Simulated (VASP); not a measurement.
# AlN (F-43m) in VASP: a series of runs

Aim: see how the results for AlN move with the level of theory and the settings. Levels: revPBE+D4, PBE exchange alone. Tasks: single point.

All numbers are computed with VASP 6.6.1; they aren't measurements. Logs are shortened: lines on timing, memory, paths and dates and some standing lists are left out, and cuts for length are marked.

### Step 1. The cell of the first run

The structure is cubic, space group F-43m (No. 216). Conventional cell: a = 4.309 Å, b = 4.309 Å, c = 4.309 Å, α = 90.00°, β = 90.00°, γ = 90.00°. Within 2.5 Å of Al (site symmetry -43m) lie 4 N at 1.87 Å. N (site symmetry -43m) has 4 Al at 1.87 Å within 2.5 Å.

### Step 2. Single point, revPBE+D4

INCAR

```
ALGO = Normal ; EDIFF = 1E-6
ENCUT = 600 ; GGA = RE
GGA_COMPAT = F ; ISIF = 2
ISMEAR = -1 ; IVDW = 13
LASPH = T ; LCHARG = F
LREAL = F ; LWAVE = F
NBANDS = 11 ; NELM = 120
PREC = Accurate ; SIGMA = 0.05
```

KPOINTS

```
k-points
0
Gamma
  10 10 10
```

POSCAR

```
AlN
1.0
    0.0000000000      2.1544765148      2.1544765148
    2.1544765148      0.0000000000      2.1544765148
    2.1544765148      2.1544765148      0.0000000000
Al N
1 1
Direct
    0.0000000000      0.0000000000      0.0000000000
    0.2500000000      0.2500000000      0.2500000000
```

Potentials or basis: VASP PAW PBE potentials, release 64 (Al, N).

Command:

```sh
> cat potpaw_PBE.64/Al/POTCAR potpaw_PBE.64/N/POTCAR > POTCAR
> mpirun -np 1 vasp_std > vasp.out
```

OUTCAR:

```text
EDIFF = 1E-6
   ENCUT = 600
   GGA = RE
   ISIF = 2
   ISMEAR = -1
   IVDW = 13
   LASPH = T
   LREAL = F
   NELM = 120
   PREC = Accurate

 ion  position               nearest neighbor table
   1  0.000  0.000  0.000-   2 1.87   2 1.87   2 1.87   2 1.87
   2  0.250  0.250  0.250-   1 1.87   1 1.87   1 1.87   1 1.87

  LATTYP: Found a face centered cubic cell.
 ALAT       =     4.3089530296

  Lattice vectors:

 A1 = (   0.0000000000,   2.1544765148,   2.1544765148)
 A2 = (   2.1544765148,   0.0000000000,   2.1544765148)
 A3 = (   2.1544765148,   2.1544765148,   0.0000000000)

Analysis of symmetry for initial positions (statically):
=====================================================================
 Subroutine PRICEL returns:
 Original cell was already a primitive cell.

 Routine SETGRP: Setting up the symmetry group for a
 face centered cubic supercell.

 Subroutine GETGRP returns: Found 24 space group operations
 (whereof 24 operations were pure point group operations)
 out of a pool of 48 trial point group operations.

The static configuration has the point symmetry T_d .

Analysis of symmetry for dynamics (positions and initial velocities):
=====================================================================
 Subroutine PRICEL returns:
 Original cell was already a primitive cell.

 Routine SETGRP: Setting up the symmetry group for a
 face centered cubic supercell.

 Subroutine GETGRP returns: Found 24 space group operations
 (whereof 24 operations were pure point group operations)
 out of a pool of 48 trial point group operations.

The dynamic configuration has the point symmetry T_d .

 Subroutine INISYM returns: Found 24 space group operations
 (whereof 24 operations are pure point group operations),
 and found     1 'primitive' translations

----------------------------------------------------------------------------------------

                                     Primitive cell

  volume of cell :      20.0012

  direct lattice vectors                    reciprocal lattice vectors
     0.000000000  2.154476515  2.154476515    -0.232074936  0.232074936  0.232074936
     2.154476515  0.000000000  2.154476515     0.232074936 -0.232074936  0.232074936
     2.154476515  2.154476515  0.000000000     0.232074936  0.232074936 -0.232074936

  length of vectors
     3.046889907  3.046889907  3.046889907     0.401965581  0.401965581  0.401965581

  position of ions in fractional coordinates (direct lattice)
     0.000000000  0.000000000  0.000000000
     0.250000000  0.250000000  0.250000000

  ion indices of the primitive-cell ions
   primitive index   ion index
                 1           1
                 2           2

----------------------------------------------------------------------------------------

 KPOINTS: k-points

Automatic generation of k-mesh.
 Grid dimensions read from file:
 generate k-points for:   10   10   10

 Generating k-lattice:

  Cartesian coordinates                     Fractional coordinates (reciprocal lattice)
    -0.023207494  0.023207494  0.023207494     0.100000000  0.000000000  0.000000000
     0.023207494 -0.023207494  0.023207494     0.000000000  0.100000000  0.000000000
     0.023207494  0.023207494 -0.023207494     0.000000000  0.000000000  0.100000000

  Length of vectors
     0.040196558  0.040196558  0.040196558

  Shift w.r.t. Gamma in fractional coordinates (k-lattice)
     0.000000000  0.000000000  0.000000000

 Subroutine IBZKPT returns following result:
 ===========================================

 Found     47 irreducible k-points:

 Following reciprocal coordinates:
            Coordinates               Weight
  0.000000  0.000000  0.000000      1.000000
  0.100000  0.000000  0.000000      8.000000
  0.200000  0.000000  0.000000      8.000000
  0.300000  0.000000  0.000000      8.000000
  0.400000  0.000000  0.000000      8.000000
  0.500000  0.000000  0.000000      4.000000
[... 16 lines left out ...]
  0.300000  0.300000  0.000000      6.000000
  0.400000  0.300000  0.000000     24.000000
 [... further k-points ...]
   k-points           NKPTS =     47   k-points in BZ     NKDIM =     47   number of bands    NBANDS=     11
   number of dos      NEDOS =    301   number of ions     NIONS =      2
   total plane-waves  NPLWV =  13824
   dimension x,y,z NGX =    24 NGY =   24 NGZ =   24
   dimension x,y,z NGXF=    48 NGYF=   48 NGZF=   48
   ions per type =               1   1
   NGX,Y,Z   is equivalent  to a cutoff of  13.10, 13.10, 13.10 a.u.
   NGXF,Y,Z  is equivalent  to a cutoff of  26.19, 26.19, 26.19 a.u.
 SYSTEM =  unknown system
   PREC   = accura    normal or accurate (medium, high low for compatibility)
   ISTART =      0    job   : 0-new  1-cont  2-samecut
   ICHARG =      2    charge: 1-file 2-atom 10-const
   ISPIN  =      1    spin polarized calculation?
   LNONCOLLINEAR =      F non collinear calculations
   LSORBIT =      F    spin-orbit coupling
   LASPH  =      T    aspherical Exc in radial PAW
   ENCUT  =  600.0 eV  44.10 Ry    6.64 a.u.   6.09  6.09  6.09*2*pi/ulx,y,z
   NELM   =    120;   NELMIN=  2; NELMDL= -5     # of ELM steps
   EDIFF  = 0.1E-05   stopping-criterion for ELM
   LREAL  =      F    real-space projection
   EDIFFG = 0.1E-04   stopping-criterion for IOM
   NSW    =      0    number of steps for IOM
   IBRION =     -1    ionic relax: 0-MD 1-quasi-New 2-CG
   NFREE  =      0    steps in history (QN), initial steepest desc. (CG)
   ISIF   =      2    stress and relaxation
   ISYM   =      2    0-nonsym 1-usesym 2-fastsym
   POTIM  = 0.5000    time-step for ionic-motion
   TEBEG  =    0.0;   TEEND  =   0.0 temperature during run
   PSTRESS=    0.0 pullay stress
   NELECT =       8.0000    total number of electrons
   NUPDOWN=      -1.0000    fix difference up-down
   EMIN   =  10.00;   EMAX   =-10.00  energy-range for DOS
   EFERMI =   0.00;   METHOD = LEGACY
   ISMEAR =    -1;   SIGMA  =   0.05  broadening in eV -4-tet -1-fermi 0-gaus
   EFERMI_NEDOS =   21; number of points for ismear=-14 and -15
   IALGO  =     38    algorithm
   IMIX   =      4    mixing-type and parameters
     AMIX     =   0.40;   BMIX     =  1.00
     AMIX_MAG =   1.60;   BMIX_MAG =  1.00
  volume/ion in A,a.u.               =      10.00        67.49
  Fermi-wavevector in a.u.,A,eV,Ry     =   1.206201  2.279390 19.795404  1.454921
  Thomas-Fermi vector in A             =   2.341875
   LORBIT       =      0    0 simple, 1 ext, 2 COOP (PROOUT), +10 PAW based schemes
   GGA     = RE    functional components
   LHFCALC =     F    Hartree Fock is set to
   AEXX    =    0.0000 exact exchange contribution
   IVDW    =    13    specifies the selected vdW correction
   LEPSILON=     F    determine dielectric tensor
   LRPA    =     F    only Hartree local field effects (RPA)
 non-spin polarized calculation
  energy-cutoff  :      600.00
  volume of cell :       20.00
 maximum number of plane-waves:       692
   NGX = 13   NGY = 13   NGZ = 13

 number of electron       7.9999998 magnetization

 Free energy of the ion-electron system (eV)
  ---------------------------------------------------
  ext. energy  EPLUGINS =         0.00000000
  ---------------------------------------------------
  free energy    TOTEN  =       -14.16983309 eV

  energy without entropy =      -14.16983309  energy(sigma->0) =      -14.16983309

 E-fermi :   7.4831     XC(G=0): -11.0234

 val. band max:        6.4458335070   @ k =   0.0000   0.0000   0.0000
 cond. band min:       9.8140895436   @ k =   0.5000   0.5000   0.0000
 fundamental gap:      3.3682560366
 Fermi energy:         7.4830590144

 k-point     1 :       0.0000    0.0000    0.0000
  band No.  band energies     occupation
      1      -8.8057      2.00000
      2       6.4458      2.00000
      3       6.4458      2.00000
      4       6.4458      2.00000
      5      11.0327      0.00000
      6      19.5012      0.00000
      7      19.5012      0.00000
      8      19.5012      0.00000
      9      24.4765      0.00000
     10      24.4765      0.00000
     11      25.9987      0.00000

 k-point     2 :       0.1000    0.0000    0.0000
  band No.  band energies     occupation
      1      -8.6531      2.00000
      2       5.6351      2.00000
      3       6.3943      2.00000
      4       6.3943      2.00000
      5      11.6844      0.00000
      6      19.1113      0.00000
      7      19.6404      0.00000
      8      19.6404      0.00000
      9      23.1991      0.00000
     10      23.1991      0.00000
     11      25.1989      0.00000

 k-point     3 :       0.2000    0.0000    0.0000
  band No.  band energies     occupation
      1      -8.2181      2.00000
      2       4.0005      2.00000
      3       6.2658      2.00000
      4       6.2658      2.00000
      5      12.8140      0.00000
      6      18.2913      0.00000
      7      19.5228      0.00000
      8      19.5228      0.00000
      9      22.6989      0.00000
     10      22.6989      0.00000
     11      24.3498      0.00000

 k-point     4 :       0.3000    0.0000    0.0000
  band No.  band energies     occupation
      1      -7.5842      2.00000
      2       2.3059      2.00000
      3       6.1182      2.00000
      4       6.1182      2.00000
      5      13.6718      0.00000
      6      17.4814      0.00000
      7      18.7763      0.00000
      8      18.7763      0.00000
      9      23.8602      0.00000
     10      23.8602      0.00000
     11      24.2310      0.00000

 k-point     5 :       0.4000    0.0000    0.0000
  band No.  band energies     occupation
      1      -6.9463      2.00000
      2       0.9735      2.00000
      3       6.0068      2.00000
      4       6.0068      2.00000
      5      14.1261      0.00000
      6      16.8744      0.00000
      7      18.1370      0.00000
      8      18.1370      0.00000
      9      24.7364      0.00000
     10      25.7906      0.00000
     11      25.7906      0.00000
[... 211 lines left out ...]
 k-point    21 :      -0.3000    0.2000    0.0000
  band No.  band energies     occupation
      1      -6.7855      2.00000
      2       1.7448      2.00000
      3       4.2114      2.00000
      4       5.9268      2.00000
      5      14.5589      0.00000
      6      15.9445      0.00000
      7      18.7501      0.00000
      8      19.0999      0.00000
      9      23.3127      0.00000
     10      25.8409      0.00000
     11      28.3434      0.00000

 k-point    22 :      -0.2000    0.2000    0.0000
  band No.  band energies     occupation
      1      -7.3761      2.00000
      2       2.6229      2.00000
      3       4.7230      2.00000
      4       6.1963      2.00000
      5      14.3521      0.00000
      6      16.7798      0.00000
      7      18.3305      0.00000
      8      19.3047      0.00000
      9      21.8364      0.00000
     10      25.5175      0.00000
     11      28.3295      0.00000

 k-point    23 :       0.3000    0.3000    0.0000
  band No.  band energies     occupation
      1      -7.1911      2.00000
      2       2.8860      2.00000
      3       5.1837      2.00000
      4       5.1837      2.00000
      5      11.9394      0.00000
      6      16.5051      0.00000
      7      18.8627      0.00000
      8      21.5103      0.00000
      9      21.5103      0.00000
     10      27.2569      0.00000
     11      30.9798      0.00000

 k-point    24 :       0.4000    0.3000    0.0000
  band No.  band energies     occupation
      1      -6.7040      2.00000
      2       2.2274      2.00000
      3       4.7119      2.00000
      4       5.0176      2.00000
      5      11.4842      0.00000
      6      16.3291      0.00000
      7      19.2871      0.00000
      8      21.5722      0.00000
      9      22.1223      0.00000
     10      28.2700      0.00000
     11      30.7621      0.00000

 [... further k-points ...]

------------------------ aborting loop because EDIFF is reached ----------------------------------------

  DFT-D4 for vdW energy calculation

  Edisp (eV):   -1.22779

  FORCE on cell =-STRESS in cart. coord.  units (eV):
  Direction    XX          YY          ZZ          XY          YZ          ZX
  --------------------------------------------------------------------------------------
  -------------------------------------------------------------------------------------
  Total       0.67678     0.67678     0.67678     0.00000     0.00000     0.00000
  in kB      54.21275    54.21275    54.21275     0.00000     0.00000     0.00000
  external pressure =       54.21 kB  Pullay stress =        0.00 kB

 VOLUME and BASIS-vectors are now :
 -----------------------------------------------------------------------------
  energy-cutoff  :      600.00
  volume of cell :       20.00
      direct lattice vectors                 reciprocal lattice vectors
     0.000000000  2.154476515  2.154476515    -0.232074936  0.232074936  0.232074936
     2.154476515  0.000000000  2.154476515     0.232074936 -0.232074936  0.232074936
     2.154476515  2.154476515  0.000000000     0.232074936  0.232074936 -0.232074936

 POSITION                                       TOTAL-FORCE (eV/Angst)
 -----------------------------------------------------------------------------------
      0.00000      0.00000      0.00000        -0.000000     -0.000000     -0.000000
      1.07724      1.07724      1.07724         0.000000      0.000000      0.000000
 -----------------------------------------------------------------------------------
    total drift:                                0.000000      0.000000      0.000000

  FREE ENERGIE OF THE ION-ELECTRON SYSTEM (eV)
  ---------------------------------------------------
  free  energy   TOTEN  =       -15.3976188747 eV

  energy  without entropy=      -15.3976188747  energy(sigma->0) =      -15.39761887
```

It took 6.8 s on 1 thread of Intel Xeon Platinum 8488C (Sapphire Rapids), shared host; peak memory 0.14 GiB.

Results:

| Quantity | Value |
| --- | --- |
| Free energy | -15.3976 eV |
| Pressure | 5.4 GPa |
| Band gap on the k mesh | 3.37 eV, indirect (least direct gap 4.59 eV) |
| Dispersion energy per atom | -0.614 eV |

Caveat: the PAW data sets were made with another functional, which shifts forces and pressure a little. A k mesh can miss the band edges.

[end of part 1 of 2]
